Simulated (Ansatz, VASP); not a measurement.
**In3Sb2As: VASP beside Ansatz**

```
CELL_PARAMETERS angstrom
-2.26705 2.26705 9.60440
2.26705 -2.26705 9.60440
2.26705 2.26705 -9.60440
ATOMIC_POSITIONS crystal
As 0.00000 0.00000 0.00000
In 0.57590 0.07590 0.50000
In 0.25000 0.75000 0.50000
In 0.92410 0.42410 0.50000
Sb 0.66296 0.66296 0.00000
Sb 0.33704 0.33704 0.00000
```

Alike in both runs: task single point; functional PBE; k mesh 8 × 8 × 8; occupations fermi-dirac, width 0.02 eV; no spin polarisation.

|  | VASP | Ansatz |
| --- | --- | --- |
| version | VASP 6.6.1 | Ansatz 0.2.0 |
| potentials or method | VASP PAW PBE potentials, release 64 (As, In_d, Sb) | plane waves, PAW |
| plane-wave cutoff (eV) | 520 | 420 |
| valence electrons in the cell | 54 | 84 |

```tsv
	VASP	Ansatz	Ansatz less VASP
pressure (GPa)	1.6	1.6	0.00
```

VASP's potentials hold 54 valence electrons a cell and Ansatz's 84, so a difference there can come from the potentials and not from the codes.

Spin-orbit coupling is off throughout.
